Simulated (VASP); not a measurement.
# TaN (P-6m2) in VASP: single point with PBEsol+U

Aim: the single point of TaN with PBEsol+U.

Everything below comes from runs of VASP 6.6.1. Logs are shortened: lines on timing, memory, paths and dates and some standing lists are left out, and cuts for length are marked.

### 1 The cell of the first run

It takes space group P-6m2 (No. 187, hexagonal). The conventional cell has a = 2.938 Å, b = 2.938 Å, c = 2.883 Å, α = 90.00°, β = 90.00°, γ = 120.00°. Within 3.0 Å of Ta (site symmetry -6m2) lie 6 N at 2.23 Å and 8 Ta at 2.88 to 2.94 Å. N (site symmetry -6m2) has 6 Ta at 2.23 Å and 8 N at 2.88 to 2.94 Å within 3.0 Å.

### 2 Single point, PBEsol+U, non-collinear spin, zero start, spin-orbit coupling

File INCAR:

```
  PREC = Accurate
  ENCUT = 520
  EDIFF = 1E-6
  ISMEAR = 0
  SIGMA = 0.05
  LREAL = F
  LASPH = T
  NELM = 150
  ALGO = Normal
  ISIF = 2
  LWAVE = F
  LCHARG = F
  LNONCOLLINEAR = T
  MAGMOM = 0 0 0 0 0 0 0 0 0 0 0 0
  LORBIT = 11
  LSORBIT = T
  GGA_COMPAT = F
  LORBMOM = T
  LMAXMIX = 4
  LDAU = T
  LDAUTYPE = 2
  LDAUL = 2 -1
  LDAUU = 6 0
  LDAUJ = 0 0
  LDAUPRINT = 1
  GGA = PS
  NBANDS = 46
```

File KPOINTS:

```
regular mesh
0
Gamma
  7 7 4
```

File POSCAR:

```
TaN
1.0
    2.9380011100      0.0000000000      0.0000000000
   -1.4690005500      2.5443836000      0.0000000000
    0.0000000000      0.0000000000      5.7660044200
Ta N
2 2
Direct
    0.3333333333      0.6666666667      0.2500000000
    0.3333333333      0.6666666667      0.7500000000
    0.0000000000      0.0000000000      0.0000000000
    0.0000000000      0.0000000000      0.5000000000
```

Potentials or basis: VASP PAW PBE potentials, release 64 (Ta_pv, N).

On the command line:

```sh
cat potpaw_PBE.64/Ta_pv/POTCAR potpaw_PBE.64/N/POTCAR > POTCAR
mpirun -np 1 vasp_ncl > vasp.out
```

OUTCAR:

```text
PREC = Accurate
   ENCUT = 520
   EDIFF = 1E-6
   ISMEAR = 0
   LREAL = F
   LASPH = T
   NELM = 150
   ISIF = 2
   LNONCOLLINEAR = T
   LORBIT = 11
   LSORBIT = T
   GGA = PS

 ion  position               nearest neighbor table
   1  0.333  0.667  0.250-   3 2.23   4 2.23   3 2.23   4 2.23   3 2.23   4 2.23   2 2.88   2 2.88

   2  0.333  0.667  0.750-   3 2.23   4 2.23   3 2.23   4 2.23   3 2.23   4 2.23   1 2.88   1 2.88

   3  0.000  0.000  0.000-   1 2.23   2 2.23   1 2.23   2 2.23   1 2.23   2 2.23
   4  0.000  0.000  0.500-   1 2.23   2 2.23   1 2.23   2 2.23   1 2.23   2 2.23

  LATTYP: Found a hexagonal cell.
 ALAT       =     2.9380011100
 C/A-ratio  =     1.9625603273

  Lattice vectors:

 A1 = (   2.9380011100,   0.0000000000,   0.0000000000)
 A2 = (  -1.4690005500,   2.5443836000,   0.0000000000)
 A3 = (   0.0000000000,   0.0000000000,   5.7660044200)

Analysis of symmetry for initial positions (statically):
=====================================================================
 Subroutine PRICEL returns following result:

  LATTYP: Found a hexagonal cell.
 ALAT       =     2.9380011100
 C/A-ratio  =     0.9812801636
[... 12 lines left out ...]
 Subroutine GETGRP returns: Found 12 space group operations
 (whereof 12 operations were pure point group operations)
 out of a pool of 24 trial point group operations.

The static configuration has the point symmetry D_3h.

Analysis of symmetry for dynamics (positions and initial velocities):
=====================================================================
 Subroutine PRICEL returns following result:

  LATTYP: Found a hexagonal cell.
 ALAT       =     2.9380011100
 C/A-ratio  =     0.9812801636
[... 12 lines left out ...]
 Subroutine GETGRP returns: Found 12 space group operations
 (whereof 12 operations were pure point group operations)
 out of a pool of 24 trial point group operations.

The dynamic configuration has the point symmetry D_3h.

Analysis of structural, dynamic, and magnetic symmetry:
=====================================================================
 Subroutine PRICEL returns following result:

  LATTYP: Found a hexagonal cell.
 ALAT       =     2.9380011100
 C/A-ratio  =     0.9812801636
[... 12 lines left out ...]
 Subroutine GETGRP returns: Found 12 space group operations
 (whereof 12 operations were pure point group operations)
 out of a pool of 24 trial point group operations.

The overall configuration has the point symmetry D_3h.

 Subroutine INISYM returns: Found 12 space group operations
 (whereof 12 operations are pure point group operations),
 and found     2 'primitive' translations

----------------------------------------------------------------------------------------

                                     Primitive cell

  volume of cell :      21.5516

  direct lattice vectors                    reciprocal lattice vectors
     2.938001110  0.000000000  0.000000000     0.340367468  0.196511249  0.000000000
    -1.469000550  2.544383600  0.000000000     0.000000000  0.393022499  0.000000000
     0.000000000  0.000000000  2.883002210     0.000000000  0.000000000  0.346860643

  length of vectors
     2.938001110  2.938001110  2.883002210     0.393022499  0.393022499  0.346860643

  position of ions in fractional coordinates (direct lattice)
     0.333333333  0.666666667  0.500000000
     0.000000000  0.000000000  0.000000000

  ion indices of the primitive-cell ions
   primitive index   ion index
                 1           1
                 2           3

----------------------------------------------------------------------------------------

 KPOINTS: regular mesh

[... 212 lines left out ...]

 number of electron      32.0000001 magnetization       0.0000000     -0.0000000      0.0000000

 Free energy of the ion-electron system (eV)
  ---------------------------------------------------
  ext. energy  EPLUGINS =         0.00000000
  ---------------------------------------------------
  free energy    TOTEN  =       -38.20410873 eV

  energy without entropy =      -38.20410873  energy(sigma->0) =      -38.20410873

 E-fermi :   9.1713     XC(G=0): -13.5226

 val. band max:        8.9908750919   @ k =   0.0000   0.0000   0.2500
 cond. band min:       9.3519408806   @ k =   0.0000   0.0000   0.0000
 fundamental gap:      0.3610657887
 Fermi energy:         9.1713242390

 k-point     1 :       0.0000    0.0000    0.0000
  band No.  band energies     occupation
      1     -32.6254      1.00000
      2     -32.6254      1.00000
      3     -32.4499      1.00000
      4     -32.4499      1.00000
      5     -25.3043      1.00000
      6     -25.3043      1.00000
[... 1117 lines left out ...]
     43      14.8938      0.00000
     44      15.2987      0.00000

 [... further k-points ...]

 [bands above 44 left out]

------------------------ aborting loop because EDIFF is reached ----------------------------------------

  FORCE on cell =-STRESS in cart. coord.  units (eV):
  Direction    XX          YY          ZZ          XY          YZ          ZX
  --------------------------------------------------------------------------------------
  -------------------------------------------------------------------------------------
  Total        4.2282748      4.2282748      4.7326654      0.0000000      0.0000000      0.0000000
  in kB      157.1680539    157.1680542    175.9166203      0.0000003      0.0000000      0.0000000
  external PRESSURE =     163.4175761 kB  Pullay stress =       0.0000000 kB

 VOLUME and BASIS-vectors are now :
 -----------------------------------------------------------------------------
  energy-cutoff  :      520.00
  volume of cell :       43.10
      direct lattice vectors                 reciprocal lattice vectors
     2.938001110  0.000000000  0.000000000     0.340367468  0.196511249  0.000000000
    -1.469000550  2.544383600  0.000000000     0.000000000  0.393022499  0.000000000
     0.000000000  0.000000000  5.766004420     0.000000000  0.000000000  0.173430321

 POSITION                                       TOTAL-FORCE (eV/Angst)
 -----------------------------------------------------------------------------------
      0.00000      1.69626      1.44150         0.000000      0.000000     -0.000000
      0.00000      1.69626      4.32450         0.000000      0.000000     -0.000000
      0.00000      0.00000      0.00000         0.000000     -0.000000     -0.000000
      0.00000      0.00000      2.88300        -0.000000      0.000000      0.000000
 -----------------------------------------------------------------------------------
    total drift:                               -0.000000      0.000000      0.000000

  FREE ENERGIE OF THE ION-ELECTRON SYSTEM (eV)
  ---------------------------------------------------
  free  energy   TOTEN  =       -38.2041087279 eV

  energy  without entropy=      -38.2041087272  energy(sigma->0) =      -38.20410873

 orbital moment (x)

 # of ion     p       d       tot
 ----------------------------------------
  1         0.000   0.000   0.000
  2         0.000   0.000   0.000
  3        -0.000   0.000  -0.000
  4        -0.000   0.000  -0.000
 ----------------------------------------
           -0.000   0.000   0.000

 orbital moment (y)

 # of ion     p       d       tot
 ----------------------------------------
  1         0.000  -0.000  -0.000
  2         0.000  -0.000  -0.000
  3        -0.000   0.000  -0.000
  4        -0.000   0.000  -0.000
 ----------------------------------------
            0.000  -0.000  -0.000

 orbital moment (z)

 # of ion     p       d       tot
 ----------------------------------------
  1         0.000  -0.000  -0.000
  2         0.000  -0.000  -0.000
  3         0.000   0.000   0.000
  4         0.000   0.000   0.000
 ----------------------------------------
            0.000  -0.000  -0.000

 Spin-Orbit-Coupling matrix elements

 Ion:    1  E_soc:     -1.3279291
 l=   1
     0.0000000    -0.2006090    -0.2043327
    -0.2006090     0.0000000    -0.2006090
    -0.2043327    -0.2006090     0.0000000
 l=   2
     0.0000000    -0.0031458     0.0000000    -0.0031458    -0.0238361
    -0.0031458     0.0000000    -0.0101701    -0.0016545    -0.0031458
     0.0000000    -0.0101701     0.0000000    -0.0101701     0.0000000
    -0.0031458    -0.0016545    -0.0101701     0.0000000    -0.0031458
    -0.0238361    -0.0031458     0.0000000    -0.0031458     0.0000000
 l=   3
     0.0000000     0.0000000     0.0000000     0.0000000     0.0000000     0.0000000     0.0000000
     0.0000000     0.0000000     0.0000000     0.0000000     0.0000000     0.0000000     0.0000000
     0.0000000     0.0000000     0.0000000     0.0000000     0.0000000     0.0000000     0.0000000
     0.0000000     0.0000000     0.0000000     0.0000000     0.0000000     0.0000000     0.0000000
[... 49 lines left out ...]
 l=   2
     0.0000000     0.0000000     0.0000000     0.0000000     0.0000000
     0.0000000     0.0000000     0.0000000     0.0000000     0.0000000
     0.0000000     0.0000000     0.0000000     0.0000000     0.0000000
     0.0000000     0.0000000     0.0000000     0.0000000     0.0000000
     0.0000000     0.0000000     0.0000000     0.0000000     0.0000000
 l=   3
     0.0000000     0.0000000     0.0000000     0.0000000     0.0000000     0.0000000     0.0000000
     0.0000000     0.0000000     0.0000000     0.0000000     0.0000000     0.0000000     0.0000000
     0.0000000     0.0000000     0.0000000     0.0000000     0.0000000     0.0000000     0.0000000
     0.0000000     0.0000000     0.0000000     0.0000000     0.0000000     0.0000000     0.0000000
     0.0000000     0.0000000     0.0000000     0.0000000     0.0000000     0.0000000     0.0000000
     0.0000000     0.0000000     0.0000000     0.0000000     0.0000000     0.0000000     0.0000000
     0.0000000     0.0000000     0.0000000     0.0000000     0.0000000     0.0000000     0.0000000

 total charge

# of ion       s       p       d       tot
------------------------------------------
    1        0.324   6.293   2.235   8.853
    2        0.324   6.293   2.235   8.853
    3        1.221   2.533   0.000   3.754
    4        1.221   2.533   0.000   3.754
--------------------------------------------------
tot          3.092  17.653   4.471  25.215

 magnetization (x)

# of ion       s       p       d       tot
------------------------------------------
    1        0.000   0.000   0.000   0.000
    2        0.000   0.000  -0.000  -0.000
    3       -0.000   0.000   0.000   0.000
    4       -0.000  -0.000   0.000  -0.000
--------------------------------------------------
tot          0.000  -0.000  -0.000  -0.000

 magnetization (y)

# of ion       s       p       d       tot
------------------------------------------
    1        0.000  -0.000   0.000  -0.000
    2        0.000   0.000   0.000   0.000
    3        0.000  -0.000   0.000  -0.000
    4        0.000   0.000   0.000   0.000
--------------------------------------------------
tot          0.000  -0.000   0.000   0.000

 magnetization (z)

# of ion       s       p       d       tot
------------------------------------------
    1       -0.000  -0.000  -0.000  -0.000
    2        0.000   0.000   0.000   0.000
    3       -0.000   0.000   0.000   0.000
    4       -0.000   0.000   0.000   0.000
--------------------------------------------------
tot         -0.000   0.000   0.000   0.000
```

It took 2 min on 1 thread of AMD EPYC 7R13 (Zen 3), shared host; peak memory 0.3 GiB.

Results:

```
Free energy                                           : -38.2041 eV
Pressure                                              : 16.3 GPa
Net moment                                            : 0.00 μB per cell
Valence electrons inside the program's atomic spheres : Ta 8.85; N 3.75
```

Moments on the atoms (μB; x, y, z):
```
Ta  0.00 0.00 0.00
Ta  0.00 0.00 0.00
N   0.00 0.00 0.00
N   0.00 0.00 0.00
```

Caveat: the cell stands under pressure; the PAW data sets were made with another functional, which shifts forces and pressure a little.
